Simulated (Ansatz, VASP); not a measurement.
# MgS in VASP and in Ansatz

```
Mg S
1.0
     0.00000    2.59293    2.60152
     2.59293    0.00000    2.60152
     2.59293    2.59293    0.00000
Mg S
1 1
Direct
  0.00000 0.00000 0.00000
  0.50000 0.50000 0.50000
```

Change from the starting cell: biaxial_xy strain -0.3%.

Alike in both runs: task single point; functional PBE; k mesh 8 × 8 × 8; occupations fermi-dirac, width 0.02 eV; no spin polarisation.

|  | VASP | Ansatz |
| --- | --- | --- |
| version | VASP 6.6.1 | Ansatz 0.2.0 |
| potentials or method | VASP PAW PBE potentials, release 64 (Mg, S) | plane waves, PAW |
| plane-wave cutoff (eV) | 520 | 420 |
| valence electrons in the cell | 8 | 16 |

|  | VASP | Ansatz | Ansatz less VASP |
| --- | --- | --- | --- |
| gap on the k mesh at the Fermi level (eV) | 2.77 | 2.79 | +0.014 |
| pressure (GPa) | 1.4 | 1.7 | +0.30 |
| traceless stress, the component that is largest in VASP (GPa) | -0.24 | -0.24 | -0.001 |

With one functional, cell and mesh, what is left measures potentials, basis and numerics. VASP's potentials hold 8 valence electrons a cell and Ansatz's 16, so a difference there can come from the potentials and not from the codes.
